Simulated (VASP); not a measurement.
A run of VASP 6.6.1 is set up as follows.

File INCAR:

```
SYSTEM = Ag
PREC     = Accurate       ! precision mode
ENCUT    = 520            ! plane-wave cutoff, eV
EDIFF    = 1E-6           ! SCF threshold, eV
ISMEAR   = 0              ! smearing method
SIGMA    = 0.15           ! smearing width, eV
LREAL    = .False.        ! projectors in reciprocal space
LASPH    = .True.         ! aspherical terms in the spheres
NELM     = 80             ! most SCF steps
ALGO     = Fast           ! electronic algorithm
ISIF     = 2              ! what is computed and relaxed
LWAVE    = .False.        ! write WAVECAR
LCHARG   = .False.        ! write CHGCAR
GGA      = PE             ! functional
NBANDS   = 12             ! bands
```

KPOINTS

```
Automatic mesh
0
Gamma
  24 24 24
  0 0 0
```

POSCAR

```
Ag
1.0
    0.0000000000      1.9958358603      2.0735956990
    1.9958358603      0.0000000000      2.0735956990
    1.9958358603      1.9958358603      0.0000000000
Ag
1
Direct
    0.0000000000      0.0000000000      0.0000000000
```

Potentials or basis: VASP PAW PBE potentials, release 64 (Ag).

Launch:

```console
$ cat potpaw_PBE.64/Ag/POTCAR > POTCAR
$ mpirun -np 1 vasp_std > vasp.out
```

Estimate the pressure.

8.6 GPa.

Stress tensor (GPa, compression positive):
```
9.31 0.00 0.00
0.00 9.31 0.00
0.00 0.00 7.28
```

Caveat: the cell differs from its parent crystal (strain -0.0375 x Voigt [1, 1, 0, 0, 0, 0]).
